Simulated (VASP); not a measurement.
Si2As, 6 atoms in the cell. The structure is orthorhombic, space group Pmmn (No. 59). Conventional cell: a = 3.586 Å, b = 5.815 Å, c = 5.064 Å, α = 90.00°, β = 90.00°, γ = 90.00°. Within 2.9 Å of Si (site symmetry m) lie 3 Si at 2.22 to 2.38 Å and 4 As at 2.71 to 2.82 Å. Within 3.8 Å of As (site symmetry mm2) lie 8 Si at 2.71 to 2.82 Å and 6 As at 3.59 to 3.74 Å. 

- Program: VASP 6.6.1
- Task: single point
- Functional: PBE
- Potentials or basis: VASP PAW PBE potentials, release 64 (Si, As)
- Cutoff: 520 eV
- k mesh: 6 × 4 × 4
- Occupations: gaussian, width 0.1 eV
- Spin: no spin polarisation
- Dipole correction: no
- Further INCAR settings: ALGO = Normal; EDIFF = 1e-06; NBANDS = 22

Potentials or basis: VASP PAW PBE potentials, release 64 (Si, As).

Launch:

```sh
$ cat potpaw_PBE.64/Si/POTCAR potpaw_PBE.64/As/POTCAR > POTCAR
$ mpirun -np 1 vasp_std > vasp.out
```

Hardware: 1 thread of Intel(R) Xeon(R) Platinum 8559C (Emerald Rapids) (shared host).

**Question.** Estimate the wall time of this run.

**Answer.** It took 67 s on 1 thread of Intel(R) Xeon(R) Platinum 8559C (Emerald Rapids) (shared host), peak memory 0.25 GiB. Counts: scf iterations 13, k points 36.
